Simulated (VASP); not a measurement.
A run of VASP 6.6.1:

Contents of INCAR:

```
PREC = Accurate
ENCUT = 520
EDIFF = 1E-8
ISMEAR = -1
SIGMA = 0.01
LREAL = False
LASPH = True
NELM = 80
ALGO = Normal
ISIF = 2
LWAVE = False
LCHARG = False
LEFG = True
NBANDS = 15
```

Contents of KPOINTS:

```
Automatic mesh
0
Gamma
  7 7 7
```

Contents of POSCAR:

```
BaS
1.0
    0.0000000000      3.1618125000      3.1937500000
    3.1618125000      0.0000000000      3.1937500000
    3.1618125000      3.1618125000      0.0000000000
Ba S
1 1
Direct
    0.0000000000      0.0000000000      0.0000000000
    0.5000000000      0.5000000000      0.5000000000
```

Potentials or basis: VASP PAW LDA potentials, release 64 (Ba_sv, S).

Launch:

```bash
$ cat potpaw_LDA.64/Ba_sv/POTCAR potpaw_LDA.64/S/POTCAR > POTCAR
$ mpirun -np 1 vasp_std > vasp.out
```

Hardware: 1 thread of AMD EPYC 7R13 (shared host).

**Question.** Estimate the wall time of this run.

**Answer.** Run time: 80 s on 1 thread of AMD EPYC 7R13 (shared host), peak memory 0.16 GiB. Counts: scf iterations 15, k points 40.
